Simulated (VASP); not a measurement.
N: relaxation of shape and atoms at fixed volume with PBE+D3(BJ)

Crystal: N.

```xyz
4
Lattice="4.1779 0.0000 0.0000 0.0000 4.1779 0.0000 0.0000 0.0000 5.4208" Properties=species:S:1:pos:R:3 pbc="T T T"
N     3.7847    3.7847    0.0000
N     2.4822    1.6957    2.7104
N     0.3933    0.3933    0.0000
N     1.6957    2.4822    2.7104
```

```json
{"Program": "VASP 6.6.1", "Task": "relaxation of shape and atoms at fixed volume", "Functional": "PBE", "Dispersion": "D3(BJ)", "Potentials or basis": "VASP PAW PBE potentials, release 64 (N)", "Cutoff": "600 eV", "k mesh": "6 × 6 × 4", "Occupations": "gaussian, width 0.02 eV", "Spin": "no spin polarisation", "Dipole correction": "no", "Further INCAR settings": "ALGO = Normal; EDIFF = 1e-07; IBRION = 2; EDIFFG = -0.01; NSW = 50; ISIF = 4"}
```

* Pressure after relaxing: -0.3 GPa
* Largest force after relaxing: 0.006 eV/Å
* Band gap on the k mesh: 6.93 eV (least direct gap 7.09 eV)
* Dispersion energy per atom: -0.051 eV

Forces in eV/Å, atoms in the order of the input:
```
N   -0.004 -0.004  0.000
N    0.004 -0.004  0.000
N    0.004  0.004  0.000
N   -0.004  0.004  0.000
```

Final structure:
```yaml
crystal:
  lattice:
    - [4.17793, 0.00000, 0.00000]
    - [0.00000, 4.17793, 0.00000]
    - [0.00000, 0.00000, 5.42080]
  atoms:
    - { symbol: N, position: [0.90587, 0.90587, 0.00000] }
    - { symbol: N, position: [0.59413, 0.40587, 0.50000] }
    - { symbol: N, position: [0.09413, 0.09413, 0.00000] }
    - { symbol: N, position: [0.40587, 0.59413, 0.50000] }
```

Levels at points of the mesh, in eV from the valence-band top:
```tsv
k point	band 7	band 8	band 9	band 10	band 11	band 12	band 13	band 14
(0.00, 0.00, 0.00)	-1.39	-1.30	-0.88	-0.16	6.93	7.74	8.06	8.06
(0.50, 0.00, 0.00)	-1.56	-1.56	-0.20	-0.20	7.86	7.86	7.88	7.88
(0.50, 0.50, 0.00)	-1.52	-1.52	-0.03	-0.03	7.67	7.67	8.54	8.54
(0.00, 0.00, 0.50)	-1.40	-1.40	-0.38	-0.38	7.32	7.32	8.04	8.04
(0.50, 0.00, 0.50)	-1.38	-1.38	-0.25	-0.25	7.53	7.53	8.14	8.14
(0.50, 0.50, 0.50)	-1.55	-1.55	0.00	0.00	7.69	7.69	8.54	8.54
```

It took 43 s on 1 thread of Intel(R) Xeon(R) Platinum 8259CL CPU @ 2.50GHz (Skylake/Cascade Lake), on a shared host, peak memory 0.24 GiB.

Caveat: the relaxation stopped at its first step, so nothing moved; the standard files for N, O and F lose accuracy on very short bonds. A k mesh can miss the band edges.
